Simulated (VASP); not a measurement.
# YCrC4N4 (P-43m) in VASP: a series of runs

YCrC4N4 is run at these levels: PBE; tasks: single point.

Everything below comes from runs of VASP 6.6.1. Logs are shortened: lines on timing, memory, paths and dates and some standing lists are left out, and cuts for length are marked.

## 1. The cell of the first run

The structure is cubic, space group P-43m (No. 215). Conventional cell: a = 6.141 Å, b = 6.141 Å, c = 6.141 Å, α = 90.00°, β = 90.00°, γ = 90.00°. Y (site symmetry -43m) has 4 N at 2.21 Å within 2.9 Å. Cr (site symmetry -43m) has 4 C at 1.94 Å within 2.6 Å. Within 1.6 Å of C (site symmetry 3m) lie 1 N at 1.17 Å. N (site symmetry 3m) has 1 C at 1.17 Å within 1.6 Å.

## 2. Single point, PBE, collinear spin, ferromagnetic start

The input, INCAR:

```
SYSTEM = YCrC4N4
ALGO = Normal ; EDIFF = 1E-6
ENCUT = 520 ; GGA = PE
ISIF = 2 ; ISMEAR = 0
ISPIN = 2 ; LASPH = .True.
LCHARG = .False. ; LMAXMIX = 4
LORBIT = 11 ; LREAL = .False.
LWAVE = .False. ; MAGMOM = 0 3 0 0 0 0 0 0 0 0
NBANDS = 44 ; NELM = 150
PREC = Accurate ; SIGMA = 0.1
```

The input, KPOINTS:

```
k-points
0
Gamma
  4 4 4
  0 0 0
```

The input, POSCAR:

```
YCrC4N4
1.0
    6.1406974600      0.0000000000      0.0000000000
    0.0000000000      6.1406974600      0.0000000000
    0.0000000000      0.0000000000      6.1406974600
Y Cr C N
1 1 4 4
Direct
    0.5000000000      0.5000000000      0.5000000000
    0.0000000000      0.0000000000      0.0000000000
    0.1822113600      0.1822113600      0.1822113600
    0.1822113600      0.8177886400      0.8177886400
    0.8177886400      0.1822113600      0.8177886400
    0.8177886400      0.8177886400      0.1822113600
    0.2922151200      0.2922151200      0.2922151200
    0.2922151200      0.7077848800      0.7077848800
    0.7077848800      0.2922151200      0.7077848800
    0.7077848800      0.7077848800      0.2922151200
```

Potentials or basis: VASP PAW PBE potentials, release 64 (Y_sv, Cr_pv, C, N).

Run with:

```
$ cat potpaw_PBE.64/Y_sv/POTCAR potpaw_PBE.64/Cr_pv/POTCAR potpaw_PBE.64/C/POTCAR potpaw_PBE.64/N/POTCAR > POTCAR
$ mpirun -np 1 vasp_std > vasp.out
```

OUTCAR:

```text
SYSTEM = YCrC4N4
   EDIFF = 1E-6
   ENCUT = 520
   GGA = PE
   ISIF = 2
   ISMEAR = 0
   ISPIN = 2
   LASPH = .True.
   LORBIT = 11
   LREAL = .False.
   NELM = 150
   PREC = Accurate

 ion  position               nearest neighbor table
   1  0.500  0.500  0.500-   7 2.21   8 2.21   9 2.21  10 2.21
   2  0.000  0.000  0.000-   3 1.94   4 1.94   5 1.94   6 1.94
   3  0.182  0.182  0.182-   7 1.17   2 1.94
   4  0.182  0.818  0.818-   8 1.17   2 1.94
   5  0.818  0.182  0.818-   9 1.17   2 1.94
   6  0.818  0.818  0.182-  10 1.17   2 1.94
   7  0.292  0.292  0.292-   3 1.17   1 2.21
   8  0.292  0.708  0.708-   4 1.17   1 2.21
   9  0.708  0.292  0.708-   5 1.17   1 2.21
  10  0.708  0.708  0.292-   6 1.17   1 2.21

  LATTYP: Found a simple cubic cell.
 ALAT       =     6.1406974600

  Lattice vectors:

 A1 = (   6.1406974600,   0.0000000000,   0.0000000000)
 A2 = (   0.0000000000,   6.1406974600,   0.0000000000)
 A3 = (   0.0000000000,   0.0000000000,   6.1406974600)

Analysis of symmetry for initial positions (statically):
=====================================================================
 Subroutine PRICEL returns:
 Original cell was already a primitive cell.

 Routine SETGRP: Setting up the symmetry group for a
 simple cubic supercell.

 Subroutine GETGRP returns: Found 24 space group operations
 (whereof 24 operations were pure point group operations)
 out of a pool of 48 trial point group operations.

The static configuration has the point symmetry T_d .

Analysis of symmetry for dynamics (positions and initial velocities):
=====================================================================
 Subroutine PRICEL returns:
 Original cell was already a primitive cell.

 Routine SETGRP: Setting up the symmetry group for a
 simple cubic supercell.

 Subroutine GETGRP returns: Found 24 space group operations
 (whereof 24 operations were pure point group operations)
 out of a pool of 48 trial point group operations.

The dynamic configuration has the point symmetry T_d .

Analysis of structural, dynamic, and magnetic symmetry:
=====================================================================
 Subroutine PRICEL returns:
 Original cell was already a primitive cell.

 Routine SETGRP: Setting up the symmetry group for a
 simple cubic supercell.

 Subroutine GETGRP returns: Found 24 space group operations
 (whereof 24 operations were pure point group operations)
 out of a pool of 48 trial point group operations.

The overall configuration has the point symmetry T_d .

 Subroutine INISYM returns: Found 24 space group operations
 (whereof 24 operations are pure point group operations),
 and found     1 'primitive' translations

----------------------------------------------------------------------------------------

                                     Primitive cell

  volume of cell :     231.5544

  direct lattice vectors                    reciprocal lattice vectors
     6.140697460  0.000000000  0.000000000     0.162847951  0.000000000  0.000000000
     0.000000000  6.140697460  0.000000000     0.000000000  0.162847951  0.000000000
     0.000000000  0.000000000  6.140697460     0.000000000  0.000000000  0.162847951

  length of vectors
     6.140697460  6.140697460  6.140697460     0.162847951  0.162847951  0.162847951

  position of ions in fractional coordinates (direct lattice)
     0.500000000  0.500000000  0.500000000
     0.000000000  0.000000000  0.000000000
     0.182211360  0.182211360  0.182211360
     0.182211360  0.817788640  0.817788640
     0.817788640  0.182211360  0.817788640
     0.817788640  0.817788640  0.182211360
     0.292215120  0.292215120  0.292215120
     0.292215120  0.707784880  0.707784880
     0.707784880  0.292215120  0.707784880
     0.707784880  0.707784880  0.292215120

  ion indices of the primitive-cell ions
   primitive index   ion index
                 1           1
                 2           2
                 3           3
                 4           4
                 5           5
                 6           6
                 7           7
                 8           8
                 9           9
                10          10

----------------------------------------------------------------------------------------

 KPOINTS: k-points

Automatic generation of k-mesh.
 Grid dimensions read from file:
 generate k-points for:    4    4    4

 Generating k-lattice:

  Cartesian coordinates                     Fractional coordinates (reciprocal lattice)
     0.040711988  0.000000000  0.000000000     0.250000000  0.000000000  0.000000000
     0.000000000  0.040711988  0.000000000     0.000000000  0.250000000  0.000000000
     0.000000000  0.000000000  0.040711988     0.000000000  0.000000000  0.250000000

  Length of vectors
     0.040711988  0.040711988  0.040711988

  Shift w.r.t. Gamma in fractional coordinates (k-lattice)
     0.000000000  0.000000000  0.000000000

 Subroutine IBZKPT returns following result:
 ===========================================

 Found     10 irreducible k-points:

 Following reciprocal coordinates:
            Coordinates               Weight
  0.000000  0.000000  0.000000      1.000000
  0.250000  0.000000  0.000000      6.000000
  0.500000  0.000000  0.000000      3.000000
  0.250000  0.250000  0.000000     12.000000
  0.500000  0.250000  0.000000     12.000000
  0.500000  0.500000  0.000000      3.000000
  0.250000  0.250000  0.250000      8.000000
  0.500000  0.250000  0.250000     12.000000
  0.500000  0.500000  0.250000      6.000000
  0.500000  0.500000  0.500000      1.000000
   k-points           NKPTS =     10   k-points in BZ     NKDIM =     10   number of bands    NBANDS=     44
   number of dos      NEDOS =    301   number of ions     NIONS =     10
   total plane-waves  NPLWV = 110592
   dimension x,y,z NGX =    48 NGY =   48 NGZ =   48
   dimension x,y,z NGXF=    96 NGYF=   96 NGZF=   96
   ions per type =               1   1   4   4
   NGX,Y,Z   is equivalent  to a cutoff of  12.99, 12.99, 12.99 a.u.
   NGXF,Y,Z  is equivalent  to a cutoff of  25.99, 25.99, 25.99 a.u.
 SYSTEM =  YCrC4N4
   PREC   = accura    normal or accurate (medium, high low for compatibility)
   ISTART =      0    job   : 0-new  1-cont  2-samecut
   ICHARG =      2    charge: 1-file 2-atom 10-const
   ISPIN  =      2    spin polarized calculation?
   LNONCOLLINEAR =      F non collinear calculations
   LSORBIT =      F    spin-orbit coupling
   LASPH  =      T    aspherical Exc in radial PAW
   ENCUT  =  520.0 eV  38.22 Ry    6.18 a.u.  11.42 11.42 11.42*2*pi/ulx,y,z
   NELM   =    150;   NELMIN=  2; NELMDL= -5     # of ELM steps
   EDIFF  = 0.1E-05   stopping-criterion for ELM
   LREAL  =      F    real-space projection
   EDIFFG = 0.1E-04   stopping-criterion for IOM
   NSW    =      0    number of steps for IOM
   IBRION =     -1    ionic relax: 0-MD 1-quasi-New 2-CG
   NFREE  =      0    steps in history (QN), initial steepest desc. (CG)
   ISIF   =      2    stress and relaxation
   ISYM   =      2    0-nonsym 1-usesym 2-fastsym
   POTIM  = 0.5000    time-step for ionic-motion
   TEBEG  =    0.0;   TEEND  =   0.0 temperature during run
   PSTRESS=    0.0 pullay stress
   NELECT =      59.0000    total number of electrons
   NUPDOWN=      -1.0000    fix difference up-down
   EMIN   =  10.00;   EMAX   =-10.00  energy-range for DOS
   EFERMI =   0.00;   METHOD = LEGACY
   ISMEAR =     0;   SIGMA  =   0.10  broadening in eV -4-tet -1-fermi 0-gaus
   EFERMI_NEDOS =   21; number of points for ismear=-14 and -15
   IALGO  =     38    algorithm
   IMIX   =      4    mixing-type and parameters
     AMIX     =   0.40;   BMIX     =  1.00
     AMIX_MAG =   1.60;   BMIX_MAG =  1.00
  volume/ion in A,a.u.               =      23.16       156.26
  Fermi-wavevector in a.u.,A,eV,Ry     =   1.037866  1.961282 14.655721  1.077165
  Thomas-Fermi vector in A             =   2.172323
   LORBIT       =     11    0 simple, 1 ext, 2 COOP (PROOUT), +10 PAW based schemes
   GGA     = PE    functional components
   LHFCALC =     F    Hartree Fock is set to
   AEXX    =    0.0000 exact exchange contribution
   IVDW    =     0    specifies the selected vdW correction
   LEPSILON=     F    determine dielectric tensor
   LRPA    =     F    only Hartree local field effects (RPA)
 spin polarized calculation
 Gauss-broadening in eV      SIGMA  =   0.10
  energy-cutoff  :      520.00
  volume of cell :      231.55
 maximum number of plane-waves:      6302
 NGX is ok and might be reduce to    48
   NGX = 23   NGY = 23   NGZ = 23

 number of electron      58.9999999 magnetization       4.9998841

 Free energy of the ion-electron system (eV)
  ---------------------------------------------------
  ext. energy  EPLUGINS =         0.00000000
  ---------------------------------------------------
  free energy    TOTEN  =       -85.75774203 eV

  energy without entropy =      -85.75774156  energy(sigma->0) =      -85.75774180

 E-fermi :   0.1268     XC(G=0):  -6.8752

 val. band max:       -0.1975774988   @ k =   0.5000   0.5000   0.0000
 cond. band min:       0.4248208189   @ k =   0.5000   0.5000   0.5000
 fundamental gap:      0.6223983178
 Fermi energy:         0.1267920641

 spin component 1

 k-point     1 :       0.0000    0.0000    0.0000
  band No.  band energies     occupation
      1     -44.0362      1.00000
      2     -44.0362      1.00000
      3     -44.0362      1.00000
      4     -43.1646      1.00000
      5     -23.3316      1.00000
      6     -23.3316      1.00000
[... 429 lines left out ...]
     40       4.1194      0.00000
     41       4.8351      0.00000
 Fermi energy:         0.1267920641

 spin component 2

 k-point     1 :       0.0000    0.0000    0.0000
  band No.  band energies     occupation
      1     -43.1131      1.00000
      2     -40.9005      1.00000
      3     -40.9005      1.00000
      4     -40.9005      1.00000
      5     -23.2604      1.00000
      6     -23.2604      1.00000
[... 429 lines left out ...]
     40       4.3655      0.00000
     41       5.5768      0.00000
 [bands above 41 left out]

------------------------ aborting loop because EDIFF is reached ----------------------------------------

  FORCE on cell =-STRESS in cart. coord.  units (eV):
  Direction    XX          YY          ZZ          XY          YZ          ZX
  --------------------------------------------------------------------------------------
  -------------------------------------------------------------------------------------
  Total        7.3280239      7.3280239      7.3280239      0.0000000      0.0000000     -0.0000000
  in kB       50.7042491     50.7042491     50.7042491      0.0000000      0.0000000     -0.0000000
  external PRESSURE =      50.7042491 kB  Pullay stress =       0.0000000 kB

 VOLUME and BASIS-vectors are now :
 -----------------------------------------------------------------------------
  energy-cutoff  :      520.00
  volume of cell :      231.55
      direct lattice vectors                 reciprocal lattice vectors
     6.140697460  0.000000000  0.000000000     0.162847951  0.000000000  0.000000000
     0.000000000  6.140697460  0.000000000     0.000000000  0.162847951  0.000000000
     0.000000000  0.000000000  6.140697460     0.000000000  0.000000000  0.162847951

 POSITION                                       TOTAL-FORCE (eV/Angst)
 -----------------------------------------------------------------------------------
      3.07035      3.07035      3.07035         0.000000      0.000000      0.000000
      0.00000      0.00000      0.00000         0.000000      0.000000      0.000000
      1.11890      1.11890      1.11890        -0.531536     -0.531536     -0.531536
      1.11890      5.02179      5.02179        -0.531536      0.531536      0.531536
      5.02179      1.11890      5.02179         0.531536     -0.531536      0.531536
      5.02179      5.02179      1.11890         0.531536      0.531536     -0.531536
      1.79440      1.79440      1.79440         0.948343      0.948343      0.948343
      1.79440      4.34629      4.34629         0.948343     -0.948343     -0.948343
      4.34629      1.79440      4.34629        -0.948343      0.948343     -0.948343
      4.34629      4.34629      1.79440        -0.948343     -0.948343      0.948343
 -----------------------------------------------------------------------------------
    total drift:                                0.000000      0.000000      0.000000

  FREE ENERGIE OF THE ION-ELECTRON SYSTEM (eV)
  ---------------------------------------------------
  free  energy   TOTEN  =       -85.7577420336 eV

  energy  without entropy=      -85.7577415576  energy(sigma->0) =      -85.75774180

 total charge

# of ion       s       p       d       f       tot
--------------------------------------------------
    1        2.198   6.450   1.003   0.112   9.763
    2        0.376   6.475   4.155   0.000  11.006
    3        0.977   1.620   0.000   0.000   2.597
    4        0.977   1.620   0.000   0.000   2.597
    5        0.977   1.620   0.000   0.000   2.597
    6        0.977   1.620   0.000   0.000   2.597
    7        1.306   2.640   0.000   0.000   3.945
    8        1.306   2.640   0.000   0.000   3.945
    9        1.306   2.640   0.000   0.000   3.945
   10        1.306   2.640   0.000   0.000   3.945
--------------------------------------------------
tot         11.705  29.963   5.157   0.112  46.938

 magnetization (x)

# of ion       s       p       d       f       tot
--------------------------------------------------
    1       -0.001   0.020   0.089   0.005   0.114
    2        0.023   0.146   3.022   0.000   3.191
    3       -0.009  -0.004   0.000   0.000  -0.013
    4       -0.009  -0.004   0.000   0.000  -0.013
    5       -0.009  -0.004   0.000   0.000  -0.013
    6       -0.009  -0.004   0.000   0.000  -0.013
    7        0.004   0.123   0.000   0.000   0.127
    8        0.004   0.123   0.000   0.000   0.127
    9        0.004   0.123   0.000   0.000   0.127
   10        0.004   0.123   0.000   0.000   0.127
--------------------------------------------------
tot          0.003   0.639   3.111   0.005   3.758
```

Run time: 11 min. Hardware: 1 thread of Oxide Virtual Turin-like, shared host; peak memory 0.47 GiB.

What came out:

```yaml
Free_energy: -85.7577 eV
Pressure: 5.1 GPa
Largest_force: 1.643 eV/Å
Band_gap_on_the_k_mesh: 0.62 eV (least direct gap 0.63 eV)
Net_moment: 5.00 μB per cell
Site_moments: Y +0.11; Cr +3.19; C -0.01; N +0.13 μB
Valence_electrons_inside_the_program's_atomic_spheres: Y 9.76; Cr 11.01; C 2.60; N 3.94
```

Forces in eV/Å, atoms in the order of the input:
```
Y    0.000  0.000  0.000
Cr   0.000  0.000  0.000
C   -0.532 -0.532 -0.532
C   -0.532  0.532  0.532
C    0.532 -0.532  0.532
C    0.532  0.532 -0.532
N    0.948  0.948  0.948
N    0.948 -0.948 -0.948
N   -0.948  0.948 -0.948
N   -0.948 -0.948  0.948
```

Caveat: the cell stands under pressure; a cell with one magnetic atom can't hold antiferromagnetic order, which such compounds often take; forces of over 1 eV/Å act on the atoms, so gaps and moduli don't describe the material at rest. A k mesh can miss the band edges.

## 3. Single point, PBE, collinear spin, ferromagnetic start

This run uses another cell than the first one, of 24.96 Å³/atom.

The input, INCAR:

```
SYSTEM = YCrC4N4
PREC = Accurate
ENCUT = 520
EDIFF = 1E-6
ISMEAR = 0
SIGMA = 0.1
LREAL = .False.
LASPH = .True.
NELM = 150
ALGO = Normal
ISIF = 2
LWAVE = .False.
LCHARG = .True.
ISPIN = 2
MAGMOM = 0 3 0 0 0 0 0 0 0 0
LORBIT = 11
LMAXMIX = 4
GGA = PE
LELF = .True.
LVHAR = .True.
NBANDS = 44
```

The input, KPOINTS:

```
Automatic mesh
0
Gamma
  4 4 4
  0 0 0
```

The input, POSCAR:

```
YCrC4N4
1.0
    6.2966616351      0.0000000000      0.0000000000
    0.0000000000      6.2966616351      0.0000000000
    0.0000000000      0.0000000000      6.2966616351
Y Cr C N
1 1 4 4
Direct
    0.5000000000      0.5000000000      0.5000000000
    0.0000000000      0.0000000000      0.0000000000
    0.1863372275      0.1863372275      0.1863372275
    0.1863372275      0.8136627725      0.8136627725
    0.8136627725      0.1863372275      0.8136627725
    0.8136627725      0.8136627725      0.1863372275
    0.2948117128      0.2948117128      0.2948117128
    0.2948117128      0.7051882872      0.7051882872
    0.7051882872      0.2948117128      0.7051882872
    0.7051882872      0.7051882872      0.2948117128
```

Potentials or basis: VASP PAW PBE potentials, release 64 (Y_sv, Cr_pv, C, N).

Run with:

```
$ cat potpaw_PBE.64/Y_sv/POTCAR potpaw_PBE.64/Cr_pv/POTCAR potpaw_PBE.64/C/POTCAR potpaw_PBE.64/N/POTCAR > POTCAR
$ mpirun -np 1 vasp_std > vasp.out
```

Run time: 12 min. Hardware: 1 thread of Oxide Virtual Turin-like, shared host; peak memory 0.48 GiB.

It converged, with:

| Item | Value |
| --- | --- |
| Free energy | -86.0634 eV |
| Pressure | 0.5 GPa |
| Largest force | 0.301 eV/Å |
| Band gap on the k mesh | 0.86 eV |
| Net moment | 5.00 μB per cell |
| Site moments | Y +0.10; Cr +3.41; C -0.01; N +0.10 μB |
| Valence electrons inside the program's atomic spheres | Y 9.64; Cr 10.75; C 2.55; N 3.92 |

Forces on the atoms (eV/Å):
```
Y    0.000  0.000  0.000
Cr   0.000  0.000  0.000
C   -0.152 -0.152 -0.152
C   -0.152  0.152  0.152
C    0.152 -0.152  0.152
C    0.152  0.152 -0.152
N    0.174  0.174  0.174
N    0.174 -0.174 -0.174
N   -0.174  0.174 -0.174
N   -0.174 -0.174  0.174
```

Levels at points of the mesh, in eV from the valence-band top:
Spin up:
| k point | band 29 | band 30 | band 31 | band 32 | band 33 | band 34 | band 35 | band 36 |
| --- | --- | --- | --- | --- | --- | --- | --- | --- |
| (0.00, 0.00, 0.00) | -1.15 | -0.15 | -0.15 | -0.15 | 2.11 | 2.11 | 2.55 | 2.55 |
| (0.50, 0.00, 0.00) | -0.97 | -0.26 | -0.08 | -0.08 | 1.92 | 2.13 | 2.74 | 2.74 |
| (0.50, 0.50, 0.00) | -0.99 | -0.20 | 0.00 | 0.00 | 1.87 | 2.19 | 2.77 | 2.77 |
| (0.50, 0.50, 0.50) | -1.15 | 0.00 | 0.00 | 0.00 | 2.11 | 2.11 | 2.85 | 2.85 |
Spin down:
```csv
k point,band 25,band 26,band 27,band 28,band 29,band 30
"(0.00, 0.00, 0.00)",-4.09,-4.09,-4.09,0.86,0.86,1.33
"(0.50, 0.00, 0.00)",-4.22,-4.11,-4.11,1.09,1.19,1.51
"(0.50, 0.50, 0.00)",-4.21,-4.13,-4.13,1.15,1.20,1.50
"(0.50, 0.50, 0.50)",-4.06,-4.06,-4.06,0.86,0.86,1.75
```

Caveat: a cell with one magnetic atom can't hold antiferromagnetic order, which such compounds often take.
